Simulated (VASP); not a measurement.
# WS4 in VASP: further runs

WS4 is run at these levels: PBEsol; tasks: single point.

All numbers are computed with VASP 6.6.1; they aren't measurements. Logs are shortened: lines on timing, memory, paths and dates and some standing lists are left out, and cuts for length are marked.

## 1. The cell of the first run

The cell holds a slab with vacuum, 5 atoms: a = 3.148 Å, b = 3.148 Å, c = 24.608 Å, α = 90.00°, β = 90.00°, γ = 120.00°.

## 2. Single point, PBEsol

INCAR

```
PREC = Accurate
ENCUT = 520
EDIFF = 1E-6
ISMEAR = 0
SIGMA = 0.05
LREAL = F
LASPH = T
NELM = 100
ALGO = Normal
ISIF = 2
LWAVE = F
LCHARG = F
LDIPOL = T
IDIPOL = 3
DIPOL = 0.5 0.5 0.500
GGA = PS
NBANDS = 27
EFIELD = -0.1
```

KPOINTS

```
Automatic mesh
0
Gamma
  9 9 1
```

POSCAR

```
WS4
1.0
    3.1476068040      0.0000000000      0.0000000000
   -1.5738034020      2.7259074534      0.0000000000
    0.0000000000      0.0000000000     24.6075295395
S W
4 1
Direct
    0.6666666667      0.3333333333      0.3047847606
    0.3333333333      0.6666666667      0.4363324949
    0.3333333333      0.6666666667      0.5636675051
    0.0000000000      0.0000000000      0.6952152394
    0.6666666667      0.3333333333      0.5000072975
```

Potentials or basis: VASP PAW PBE potentials, release 64 (S, W_sv).

On the command line:

```bash
> cat potpaw_PBE.64/S/POTCAR potpaw_PBE.64/W_sv/POTCAR > POTCAR
> mpirun -np 1 vasp_std > vasp.out
```

OUTCAR:

```text
PREC = Accurate
   ENCUT = 520
   EDIFF = 1E-6
   ISMEAR = 0
   LREAL = F
   LASPH = T
   NELM = 100
   ISIF = 2
   GGA = PS

 ion  position               nearest neighbor table
   1  0.667  0.333  0.305-
   2  0.333  0.667  0.436-   5 2.40   5 2.40   5 2.40
   3  0.333  0.667  0.564-   5 2.40   5 2.40   5 2.40
   4  0.000  0.000  0.695-
   5  0.667  0.333  0.500-   3 2.40   3 2.40   3 2.40   2 2.40   2 2.40   2 2.40

  LATTYP: Found a hexagonal cell.
 ALAT       =     3.1476068040
 C/A-ratio  =     7.8178537129

  Lattice vectors:

 A1 = (   3.1476068040,   0.0000000000,   0.0000000000)
 A2 = (  -1.5738034020,   2.7259074534,   0.0000000000)
 A3 = (   0.0000000000,   0.0000000000,  24.6075295395)

Analysis of symmetry for initial positions (statically):
=====================================================================
 Subroutine PRICEL returns:
 Original cell was already a primitive cell.

 Routine SETGRP: Setting up the symmetry group for a
 hexagonal supercell.

 Subroutine GETGRP returns: Found  6 space group operations
 (whereof  6 operations were pure point group operations)
 out of a pool of 24 trial point group operations.

The static configuration has the point symmetry C_3v.

Analysis of symmetry for dynamics (positions and initial velocities):
=====================================================================
 An external electric field (EFIELD) may reduce the allowed symmetry operations
 Subroutine PRICEL returns:
 Original cell was already a primitive cell.

 Routine SETGRP: Setting up the symmetry group for a
 hexagonal supercell.

 Subroutine GETGRP returns: Found  6 space group operations
 (whereof  6 operations were pure point group operations)
 out of a pool of 24 trial point group operations.

The dynamic configuration has the point symmetry C_3v.

 Subroutine INISYM returns: Found  6 space group operations
 (whereof  6 operations are pure point group operations),
 and found     1 'primitive' translations

----------------------------------------------------------------------------------------

                                     Primitive cell

  volume of cell :     211.1347

  direct lattice vectors                    reciprocal lattice vectors
[... 85 lines left out ...]
   NFREE  =      0    steps in history (QN), initial steepest desc. (CG)
   ISIF   =      2    stress and relaxation
   ISYM   =      2    0-nonsym 1-usesym 2-fastsym
   POTIM  = 0.5000    time-step for ionic-motion
   TEBEG  =    0.0;   TEEND  =   0.0 temperature during run
   PSTRESS=    0.0 pullay stress
   NELECT =      38.0000    total number of electrons
   NUPDOWN=      -1.0000    fix difference up-down
   EMIN   =  10.00;   EMAX   =-10.00  energy-range for DOS
   EFERMI =   0.00;   METHOD = LEGACY
   ISMEAR =     0;   SIGMA  =   0.05  broadening in eV -4-tet -1-fermi 0-gaus
   EFERMI_NEDOS =   21; number of points for ismear=-14 and -15
   IALGO  =     38    algorithm
   IMIX   =      4    mixing-type and parameters
     AMIX     =   0.40;   BMIX     =  1.00
     AMIX_MAG =   1.60;   BMIX_MAG =  1.00
  volume/ion in A,a.u.               =      42.23       284.96
  Fermi-wavevector in a.u.,A,eV,Ry     =   0.924307  1.746687 11.624044  0.854343
  Thomas-Fermi vector in A             =   2.050038
   LORBIT       =      0    0 simple, 1 ext, 2 COOP (PROOUT), +10 PAW based schemes
   GGA     = PS    functional components
   LHFCALC =     F    Hartree Fock is set to
   AEXX    =    0.0000 exact exchange contribution
   IVDW    =     0    specifies the selected vdW correction
   LEPSILON=     F    determine dielectric tensor
   LRPA    =     F    only Hartree local field effects (RPA)
 non-spin polarized calculation
 Gauss-broadening in eV      SIGMA  =   0.05
  energy-cutoff  :      520.00
  volume of cell :      211.13
 maximum number of plane-waves:      5720
 NGX is ok and might be reduce to    24
   NGX = 11   NGY = 11   NGZ = 91

 dipolmoment           0.000000      0.000000      0.555466 electrons x Angstroem

 number of electron      37.9999995 magnetization

 dipolmoment           0.000000      0.000000     -0.058580 electrons x Angstroem

 Free energy of the ion-electron system (eV)
  ---------------------------------------------------
  ext. energy  EPLUGINS =         0.00000000
  ---------------------------------------------------
  free energy    TOTEN  =       -29.98281239 eV

  energy without entropy =      -29.96348219  energy(sigma->0) =      -29.97314729

 E-fermi :  -1.5286     XC(G=0):  -5.4988

 val. band max:       -1.5311810997   @ k =   0.1111   0.1111   0.0000
 cond. band min:      -1.5201099940   @ k =   0.1111   0.0000   0.0000
 fundamental gap:      0.0110711057
 Fermi energy:        -1.5286111811

 k-point     1 :       0.0000    0.0000    0.0000
  band No.  band energies     occupation
      1     -75.5267      2.00000
      2     -39.8166      2.00000
      3     -39.6001      2.00000
      4     -39.6001      2.00000
      5     -16.4335      2.00000
      6     -14.7469      2.00000
[... 349 lines left out ...]
     26       5.1241      0.00000
     27       5.6234      0.00000

------------------------ aborting loop because EDIFF is reached ----------------------------------------

 vacuum level on the upper side and lower side of the slab       (xc-potential included)         0.354        -0.825

  FORCE on cell =-STRESS in cart. coord.  units (eV):
  Direction    XX          YY          ZZ          XY          YZ          ZX
  --------------------------------------------------------------------------------------
  -------------------------------------------------------------------------------------
  Total       -6.8299587     -6.8299587     -0.4737171     -0.0000000      0.0000000      0.0000000
  in kB      -51.8285505    -51.8285505     -3.5947613     -0.0000000      0.0000000      0.0000000
  external PRESSURE =     -35.7506208 kB  Pullay stress =       0.0000000 kB

 VOLUME and BASIS-vectors are now :
 -----------------------------------------------------------------------------
  energy-cutoff  :      520.00
  volume of cell :      211.13
      direct lattice vectors                 reciprocal lattice vectors
     3.147606804  0.000000000  0.000000000     0.317701690  0.183425156  0.000000000
    -1.573803402  2.725907453  0.000000000     0.000000000  0.366850312  0.000000000
     0.000000000  0.000000000 24.607529539     0.000000000  0.000000000  0.040637968

 POSITION                                       TOTAL-FORCE (eV/Angst)
 -----------------------------------------------------------------------------------
      1.57380      0.90864      7.50000        -0.000000     -0.000000      0.041409
     -0.00000      1.81727     10.73706        -0.000000      0.000000     -0.014443
     -0.00000      1.81727     13.87046        -0.000000      0.000000      0.045147
      0.00000      0.00000     17.10753        -0.000000      0.000000     -0.068370
      1.57380      0.90864     12.30394         0.000000      0.000000     -0.003742
 -----------------------------------------------------------------------------------
    total drift:                               -0.000000      0.000000     -0.000166

  FREE ENERGIE OF THE ION-ELECTRON SYSTEM (eV)
  ---------------------------------------------------
  free  energy   TOTEN  =       -29.9828123874 eV

  energy  without entropy=      -29.9634821862  energy(sigma->0) =      -29.97314729

 vacuum level on the upper side and lower side of the slab         5.913         4.759
```

Wall time 4.4 min (1 thread of AMD EPYC 7R13 (Zen 3), shared host); peak memory 0.31 GiB.

What came out:

| Quantity | Value |
| --- | --- |
| Free energy | -29.9828 eV |
| Largest force | 0.068 eV/Å |
| Band gap on the k mesh | zero (band 19 reaches 0.34 eV, above the bottom of band 20 at -1.91 eV) |

Forces in eV/Å, atoms in the order of the input:
```
S    0.000  0.000  0.041
S    0.000  0.000 -0.014
S    0.000  0.000  0.045
S    0.000  0.000 -0.068
W    0.000  0.000 -0.004
```

Caveat: the PAW data sets were made with another functional, which shifts forces and pressure a little; spin-orbit coupling is left out, which moves the levels of the heavy elements.

## 3. Single point, PBEsol

INCAR

```
SYSTEM = WS4
ALGO     = Normal         ! electronic algorithm
DIPOL    = 0.5 0.5 0.500
EDIFF    = 1E-6           ! SCF threshold, eV
ENCUT    = 520            ! plane-wave cutoff, eV
GGA      = PS             ! functional
IDIPOL   = 3            
ISIF     = 2              ! what is computed and relaxed
ISMEAR   = 0              ! smearing method
LASPH    = .True.         ! aspherical terms in the spheres
LCHARG   = .True.         ! write CHGCAR
LDIPOL   = .True.       
LELF     = .True.         ! ELF
LREAL    = .False.        ! projectors in reciprocal space
LVACPOTAV= .True.       
LVHAR    = .True.       
LWAVE    = .False.        ! write WAVECAR
NBANDS   = 27             ! bands
NELM     = 100            ! most SCF steps
PREC     = Accurate       ! precision mode
SIGMA    = 0.05           ! smearing width, eV
```

KPOINTS

```
k-points
0
Gamma
  9 9 1
  0 0 0
```

POSCAR is that of step 2.

Potentials or basis: VASP PAW PBE potentials, release 64 (S, W_sv).

On the command line:

```bash
> cat potpaw_PBE.64/S/POTCAR potpaw_PBE.64/W_sv/POTCAR > POTCAR
> mpirun -np 1 vasp_std > vasp.out
```

Wall time 2.6 min (1 thread of AMD EPYC 7R13 (Zen 3), shared host); peak memory 0.31 GiB.

The run converged. Its results:

| Property | Result |
| --- | --- |
| Free energy | -29.9798 eV |
| Largest force | 0.068 eV/Å |
| Band gap on the k mesh | zero (band 19 reaches 0.35 eV, above the bottom of band 20 at -1.91 eV) |

Forces on the atoms (eV/Å):
```
S    0.000  0.000  0.041
S    0.000  0.000 -0.013
S    0.000  0.000  0.045
S    0.000  0.000 -0.068
W    0.000  0.000 -0.005
```

Levels at points of the mesh, in eV from the Fermi level:
| k point | band 15 | band 16 | band 17 | band 18 | band 19 | band 20 | band 21 | band 22 | band 23 | band 24 |
| --- | --- | --- | --- | --- | --- | --- | --- | --- | --- | --- |
| (0.00, 0.00, 0.00) | -1.62 | -0.92 | 0.20 | 1.87 | 1.87 | 1.88 | 1.88 | 2.96 | 2.96 | 3.15 |

Caveat: the PAW data sets were made with another functional, which shifts forces and pressure a little; spin-orbit coupling is left out, which moves the levels of the heavy elements.

## 4. Single point, PBEsol

INCAR

```
ALGO = Normal
DIPOL = 0.5 0.5 0.500
EDIFF = 1E-6
ENCUT = 520
GGA = PS
IDIPOL = 3
ISIF = 2
ISMEAR = -1
LASPH = T
LCHARG = F
LDIPOL = T
LREAL = F
LWAVE = F
NBANDS = 27
NELM = 80
PREC = Accurate
SIGMA = 0.3
```

KPOINTS

```
k-points
0
Gamma
  9 9 1
```

POSCAR is that of step 3.

Potentials or basis: VASP PAW PBE potentials, release 64 (S, W_sv).

On the command line:

```bash
> cat potpaw_PBE.64/S/POTCAR potpaw_PBE.64/W_sv/POTCAR > POTCAR
> mpirun -np 1 vasp_std > vasp.out
```

OUTCAR:

```text
EDIFF = 1E-6
   ENCUT = 520
   GGA = PS
   ISIF = 2
   ISMEAR = -1
   LASPH = T
   LREAL = F
   NELM = 80
   PREC = Accurate

 ion  position               nearest neighbor table
   1  0.667  0.333  0.305-
   2  0.333  0.667  0.436-   5 2.40   5 2.40   5 2.40
   3  0.333  0.667  0.564-   5 2.40   5 2.40   5 2.40
   4  0.000  0.000  0.695-
   5  0.667  0.333  0.500-   3 2.40   3 2.40   3 2.40   2 2.40   2 2.40   2 2.40

  LATTYP: Found a hexagonal cell.
 ALAT       =     3.1476068040
 C/A-ratio  =     7.8178537129

  Lattice vectors:

 A1 = (   3.1476068040,   0.0000000000,   0.0000000000)
 A2 = (  -1.5738034020,   2.7259074534,   0.0000000000)
 A3 = (   0.0000000000,   0.0000000000,  24.6075295395)

Analysis of symmetry for initial positions (statically):
=====================================================================
 Subroutine PRICEL returns:
 Original cell was already a primitive cell.

 Routine SETGRP: Setting up the symmetry group for a
 hexagonal supercell.

[... 167 lines left out ...]
 fundamental gap:      0.0175206592
 Fermi energy:        -1.3032222732

 k-point     1 :       0.0000    0.0000    0.0000
  band No.  band energies     occupation
      1     -75.5878      2.00000
      2     -39.8667      2.00000
      3     -39.6701      2.00000
      4     -39.6701      2.00000
      5     -16.5139      2.00000
      6     -14.8184      2.00000
[... 349 lines left out ...]
     26       5.0755      0.00000
     27       5.5679      0.00000

------------------------ aborting loop because EDIFF is reached ----------------------------------------

 vacuum level on the upper side and lower side of the slab       (xc-potential included)        -0.017        -0.001

  FORCE on cell =-STRESS in cart. coord.  units (eV):
  Direction    XX          YY          ZZ          XY          YZ          ZX
  --------------------------------------------------------------------------------------
  -------------------------------------------------------------------------------------
  Total       -5.9079422     -5.9079422     -0.3108748     -0.0000000      0.0000000      0.0000000
  in kB      -44.8319081    -44.8319081     -2.3590463     -0.0000000      0.0000000      0.0000000
  external PRESSURE =     -30.6742875 kB  Pullay stress =       0.0000000 kB

 VOLUME and BASIS-vectors are now :
 -----------------------------------------------------------------------------
  energy-cutoff  :      520.00
  volume of cell :      211.13
      direct lattice vectors                 reciprocal lattice vectors
     3.147606804  0.000000000  0.000000000     0.317701690  0.183425156  0.000000000
    -1.573803402  2.725907453  0.000000000     0.000000000  0.366850312  0.000000000
     0.000000000  0.000000000 24.607529539     0.000000000  0.000000000  0.040637968

 POSITION                                       TOTAL-FORCE (eV/Angst)
 -----------------------------------------------------------------------------------
      1.57380      0.90864      7.50000         0.000000     -0.000000      0.054110
     -0.00000      1.81727     10.73706         0.000000      0.000000     -0.122227
     -0.00000      1.81727     13.87046         0.000000      0.000000      0.123203
      0.00000      0.00000     17.10753         0.000000      0.000000     -0.081863
      1.57380      0.90864     12.30394        -0.000000      0.000000      0.026776
 -----------------------------------------------------------------------------------
    total drift:                               -0.000000      0.000000      0.000102

  FREE ENERGIE OF THE ION-ELECTRON SYSTEM (eV)
  ---------------------------------------------------
  free  energy   TOTEN  =       -30.6361000479 eV

  energy  without entropy=      -29.5568969741  energy(sigma->0) =      -30.09649851

 vacuum level on the upper side and lower side of the slab         5.496         5.514
```

Wall time 2 min (1 thread of AMD EPYC 7R13 (Zen 3), shared host); peak memory 0.31 GiB.

Results:

```yaml
Free_energy: -30.6361 eV
Largest_force: 0.123 eV/Å
Band_gap_on_the_k_mesh: zero (band 19 reaches 0.58 eV, above the bottom of band 20 at -1.71 eV)
```

Forces on the atoms (eV/Å):
```
S    0.000  0.000  0.054
S    0.000  0.000 -0.122
S    0.000  0.000  0.123
S    0.000  0.000 -0.082
W    0.000  0.000  0.027
```

Caveat: the PAW data sets were made with another functional, which shifts forces and pressure a little; spin-orbit coupling is left out, which moves the levels of the heavy elements.

## 5. Summary

```csv
smearing,electric field (eV/Å),gap on the mesh (eV),largest force (eV/Å)
gaussian 0.05 eV,0.1,none,0.07
gaussian 0.05 eV,-,none,0.07
fermi-dirac 0.3 eV,-,none,0.12
```

Alike in all rows: task single point; level PBEsol; potentials or basis VASP PAW PBE potentials, release 64 (S, W_sv); no spin polarisation; cell as given; k mesh 9 × 9 × 1; cutoff (eV) 520.

Every run on the cell as given and a fine mesh finds a metal.

Caveats: the PAW data sets were made with another functional, which shifts forces and pressure a little; spin-orbit coupling is left out, which moves the levels of the heavy elements.

Total energies depend on the potentials used, so only differences within one code and one set of settings carry meaning.
